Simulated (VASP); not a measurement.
# ZrTi2B3: single point with PBE

ZrTi2B3:

```
CELL_PARAMETERS angstrom
0.00000 0.00000 -3.54533
2.47051 -4.27904 0.00000
-7.41152 -4.27904 0.00000
ATOMIC_POSITIONS crystal
Zr 0.50000 0.00000 0.00000
Zr 0.50000 0.50000 0.50000
Ti 0.00000 0.00000 0.66667
Ti 0.00000 0.50000 0.16667
Ti 0.00000 0.50000 0.83333
Ti 0.00000 0.00000 0.33333
B 0.50000 0.75000 0.75000
B 0.50000 0.25000 0.25000
B 0.50000 0.25000 0.75000
B 0.50000 0.75000 0.25000
B 0.50000 0.50000 0.00000
B 0.50000 0.00000 0.50000
```

- Program: VASP 6.6.1
- Task: single point
- Functional: PBE
- Potentials or basis: VASP PAW PBE potentials, release 64 (Zr_sv, Ti_sv, B)
- Cutoff: 520 eV
- k mesh: 6 × 4 × 4
- Occupations: gaussian, width 0.2 eV
- Spin: no spin polarisation
- Dipole correction: no
- Further INCAR settings: ALGO = Normal; EDIFF = 1e-06; NBANDS = 57

- Pressure: 0.0 GPa
- Largest force: 0.040 eV/Å
- Band gap on the k mesh: zero (bands 45 and 46 overlap by 1.25 eV)

Forces in eV/Å, atoms in the order of the input:
```
Zr   0.000  0.000  0.000
Zr   0.000  0.000  0.000
Ti   0.035  0.020  0.000
Ti   0.035  0.020  0.000
Ti  -0.035 -0.020  0.000
Ti  -0.035 -0.020  0.000
B    0.000  0.000  0.000
B    0.000  0.000  0.000
B    0.000  0.000  0.000
B    0.000  0.000  0.000
B    0.000  0.000  0.000
B    0.000  0.000  0.000
```

Stress tensor (GPa, compression positive):
```
 0.26  0.08  0.00
 0.08  0.17  0.00
 0.00  0.00 -0.42
```

Levels at points of the mesh, in eV from the Fermi level:
```csv
k point,band 43,band 44,band 45,band 46,band 47,band 48
"(0.00, 0.00, 0.00)",-0.70,-0.63,-0.61,0.18,1.26,1.26
"(0.50, 0.00, 0.00)",-0.82,-0.34,-0.18,-0.16,1.12,1.38
"(0.00, 0.50, 0.00)",-1.03,-1.03,-0.72,-0.72,0.01,0.01
"(0.50, 0.50, 0.00)",-0.07,-0.07,0.12,0.12,1.12,1.12
"(0.00, 0.00, 0.50)",-0.39,-0.39,0.49,0.49,0.50,0.50
"(0.50, 0.00, 0.50)",-0.58,-0.58,-0.56,-0.56,1.58,1.58
"(0.00, 0.50, 0.50)",-0.70,-0.70,-0.63,-0.63,-0.61,-0.61
"(0.50, 0.50, 0.50)",-0.18,-0.18,-0.16,-0.16,1.12,1.12
```

It took 11 min on 1 thread of AMD EPYC 7R43 64-Core Processor (Zen 3), on a shared host, peak memory 0.36 GiB.
